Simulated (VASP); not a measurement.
## Si: single point with revPBE+D4

Si:

```
CELL_PARAMETERS angstrom
0.00000 2.69673 2.69673
2.69673 0.00000 2.69673
2.69673 2.69673 0.00000
ATOMIC_POSITIONS crystal
Si 0.50000 0.50000 0.50000
Si 0.75000 0.75000 0.75000
```

```yaml
Program: VASP 6.6.1
Task: single point
Functional: revPBE
Dispersion: D4
Potentials_or_basis: VASP PAW PBE potentials, release 64 (Si)
Cutoff: 520 eV
k_mesh: 8 × 8 × 8
Occupations: fermi-dirac, width 0.05 eV
Spin: no spin polarisation
```

* Pressure: -0.1 GPa
* Band gap on the k mesh: 0.62 eV, indirect (least direct gap 2.58 eV)
* Dispersion energy per atom: -0.601 eV

Levels at points of the mesh, in eV from the valence-band top:
```tsv
k point	band 2	band 3	band 4	band 5	band 6	band 7
(0.00, 0.00, 0.00)	0.00	0.00	0.00	2.58	2.58	2.58
(0.50, 0.00, 0.00)	-7.05	-1.21	-1.21	1.66	3.33	3.33
(0.50, 0.50, 0.00)	-7.87	-2.90	-2.90	0.71	0.71	10.33
```

Wall time 13 s on 1 thread of AMD EPYC 7R43 64-Core Processor (Zen 3) (shared host), peak memory 0.11 GiB.

Caveat: the PAW data sets were made with another functional, which shifts forces and pressure a little. A k mesh can miss the band edges.
